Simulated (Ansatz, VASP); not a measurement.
**NaCaBr3 in VASP and in Ansatz**

POSCAR

```
NaCaBr3
1.0
    5.6971695667      0.0000000000      0.0000000000
    0.0000000000      5.6971695667      0.0000000000
    0.0000000000      0.0000000000      5.6971695667
Na Ca Br
1 1 3
Direct
    0.0000000000      0.0000000000      0.0000000000
    0.5000000000      0.5000000000      0.5000000000
    0.5000000000      0.5000000000      0.0000000000
    0.5000000000      0.0000000000      0.5000000000
    0.0000000000      0.5000000000      0.5000000000
```

Contents of INCAR.step1:

```
PREC = Accurate ; ENCUT = 520
ISMEAR = 0 ; SIGMA = 0.01
LREAL = F ; LASPH = T
NELM = 80 ; NBANDS = 27
GGA = PE ; ALGO = Normal
EDIFF = 1E-4 ; LWAVE = T
LCHARG = F
```

File INCAR.step2:

```
PREC = Accurate ; ENCUT = 520
EDIFF = 1E-6 ; ISMEAR = 0
SIGMA = 0.01 ; LREAL = F
LASPH = T ; NELM = 80
ALGO = Normal ; ISIF = 2
LWAVE = F ; LCHARG = F
METAGGA = R2SCAN ; LMIXTAU = T
NBANDS = 27 ; ISTART = 1
```

The input KPOINTS:

```
Automatic mesh
0
Gamma
  4 4 4
```

Input for Ansatz:

```yaml
crystal:
  lattice:
    - [5.6971695667, 0.0, 0.0]
    - [0.0, 5.6971695667, 0.0]
    - [0.0, 0.0, 5.6971695667]
  atoms:
    - { symbol: Na, position: [0.0, 0.0, 0.0] }
    - { symbol: Ca, position: [0.5, 0.5, 0.5] }
    - { symbol: Br, position: [0.5, 0.5, 0.0] }
    - { symbol: Br, position: [0.5, 0.0, 0.5] }
    - { symbol: Br, position: [0.0, 0.5, 0.5] }
kpoints:
  mp_grid: { grid: [4, 4, 4] }
hamiltonian:
  xc: r2scan
scf:
  occupations: { method: fixed }
  n_extra_bands: 5
output:
  forces: true
  stress: true
  eigenvalues: true
```

Alike in both runs: task single point; functional r2SCAN; k mesh 4 × 4 × 4; no spin polarisation.

|  | VASP | Ansatz |
| --- | --- | --- |
| version | VASP 6.6.1 | Ansatz 0.2.0 |
| potentials or method | VASP PAW PBE potentials, release 64 (Na_pv, Ca_sv, Br) | plane waves, PAW |
| plane-wave cutoff (eV) | 520 | 500 |
| occupations | gaussian, width 0.01 eV | fixed |
| valence electrons in the cell | 38 | 40 |

Ansatz gave:

| Quantity | Value |
| --- | --- |
| gap on the k mesh at the Fermi level (eV) | 3.78 |
| pressure (GPa) | -0.6 |

Estimate VASP's values.

gap on the k mesh at the Fermi level (eV): 3.79; pressure (GPa): -0.5.

VASP's potentials were made for PBE, not for r2SCAN. VASP's potentials hold 38 valence electrons a cell and Ansatz's 40, so a difference there can come from the potentials and not from the codes.
